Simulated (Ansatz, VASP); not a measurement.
**PbS: VASP beside Ansatz**

Contents of POSCAR:

```
PbS
1.0
    0.0000000000      2.9657500000      2.9657500000
    2.9657500000      0.0000000000      2.9657500000
    2.9657500000      2.9657500000      0.0000000000
Pb S
1 1
Direct
    0.0000000000      0.0000000000      0.0000000000
    0.5000000000      0.5000000000      0.5000000000
```

File INCAR.step1:

```
SYSTEM = PbS
PREC     = Accurate       ! precision mode
ENCUT    = 520            ! plane-wave cutoff, eV
EDIFF    = 1E-5           ! SCF threshold, eV
ISMEAR   = -1             ! smearing method
SIGMA    = 0.05           ! smearing width, eV
LREAL    = .FALSE.        ! projectors in reciprocal space
LASPH    = .TRUE.         ! aspherical terms in the spheres
NELM     = 60             ! most SCF steps
ALGO     = Normal         ! electronic algorithm
ISIF     = 2              ! what is computed and relaxed
LWAVE    = .TRUE.         ! write WAVECAR
LCHARG   = .FALSE.        ! write CHGCAR
NBANDS   = 17             ! bands
GGA      = PE             ! functional
```

Contents of INCAR.step2:

```
SYSTEM = PbS
PREC     = Accurate       ! precision mode
ENCUT    = 520            ! plane-wave cutoff, eV
EDIFF    = 1E-6           ! SCF threshold, eV
ISMEAR   = -1             ! smearing method
SIGMA    = 0.05           ! smearing width, eV
LREAL    = .FALSE.        ! projectors in reciprocal space
LASPH    = .TRUE.         ! aspherical terms in the spheres
NELM     = 60             ! most SCF steps
ALGO     = Normal         ! electronic algorithm
ISIF     = 2              ! what is computed and relaxed
LWAVE    = .FALSE.        ! write WAVECAR
LCHARG   = .FALSE.        ! write CHGCAR
GGA      = PE             ! functional
LHFCALC  = .TRUE.         ! exact exchange
AEXX     = 0.25           ! exact-exchange fraction
PRECFOCK = Normal       
NBANDS   = 17             ! bands
ISTART   = 1
```

File KPOINTS:

```
regular mesh
0
G
  5 5 5
  0 0 0
```

File input.yaml:

```yaml
crystal:
  lattice:
    - [0.0, 2.96575, 2.96575]
    - [2.96575, 0.0, 2.96575]
    - [2.96575, 2.96575, 0.0]
  atoms:
    - { symbol: Pb, position: [0.0, 0.0, 0.0] }
    - { symbol: S, position: [0.5, 0.5, 0.5] }
hamiltonian:
  xc: pbe0
  pseudopotentials: { kind: paw }
kpoints:
  mp_grid: { grid: [5, 5, 5] }
  band_path:
    path:
      - [[0.0, 0.0, 0.0], [0.5, 0.0, 0.5], [0.5, 0.25, 0.75], [0.375, 0.375, 0.75], [0.0, 0.0, 0.0], [0.5, 0.5, 0.5], [0.625, 0.25, 0.625], [0.5, 0.25, 0.75], [0.5, 0.5, 0.5], [0.375, 0.375, 0.75]]
      - [[0.625, 0.25, 0.625], [0.5, 0.0, 0.5]]
    npoints: 4
scf:
  occupations: { method: fermi_dirac, width: 0.05 }
  n_extra_bands: 6
output:
  forces: true
  stress: true
  eigenvalues: true
  fatbands: false
```

Alike in both runs: functional PBE0; k mesh 5 × 5 × 5; occupations fermi-dirac, width 0.05 eV; no spin polarisation.

|  | VASP | Ansatz |
| --- | --- | --- |
| version | VASP 6.6.1 | Ansatz 0.2.0 |
| potentials or method | VASP PAW PBE potentials, release 64 (Pb_d, S) | Ansatz PAW |
| plane-wave cutoff (eV) | 520 | 420 |
| valence electrons in the cell | 20 | 20 |
| task | single point | band structure |

VASP gave:

```
pressure (GPa) : 0.8
```

Q: What did Ansatz give for the same quantities?

A: Pressure (GPa): 1.0.

Neither program's run includes spin-orbit coupling.
